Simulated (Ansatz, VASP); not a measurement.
Two plane-wave programs on GeSe

```
Ge Se
1.0
    11.23940    0.00000    0.00000
     0.00000    3.79400    0.00000
     0.00000    0.00000    4.80693
Ge Se
4 4
Direct
  0.12903 0.25000 0.12558
  0.87097 0.75000 0.87442
  0.37097 0.75000 0.62558
  0.62903 0.25000 0.37442
  0.84823 0.25000 0.52023
  0.15177 0.75000 0.47977
  0.65177 0.75000 0.02023
  0.34823 0.25000 0.97977
```

Change from the starting cell: uniaxial_z strain +3.0%.

Alike in both runs: task single point; functional r2SCAN; k mesh 2 × 6 × 6; no spin polarisation.

|  | VASP | Ansatz |
| --- | --- | --- |
| version | VASP 6.6.1 | Ansatz 0.2.0 |
| potentials or method | VASP PAW PBE potentials, release 64 (Ge_d, Se) | plane waves, PAW |
| plane-wave cutoff (eV) | 550 | 500 |
| occupations | gaussian, width 0.01 eV | fixed |
| valence electrons in the cell | 80 | 120 |

|  | VASP | Ansatz | Ansatz less VASP |
| --- | --- | --- | --- |
| gap on the k mesh at the Fermi level (eV) | 1.22 | 1.23 | +0.007 |
| pressure (GPa) | -0.6 | -0.6 | -0.01 |
| traceless stress, the component that is largest in VASP (GPa) | 0.45 | 0.43 | -0.015 |
| rms of the force components (eV/Å) | 0.006 | 0.001 | -0.0052 |

VASP's potentials were made for PBE, not for r2SCAN. Atom by atom the forces differ by 0.006 eV/Å (rms over components). VASP's potentials hold 80 valence electrons a cell and Ansatz's 120, so a difference there can come from the potentials and not from the codes.
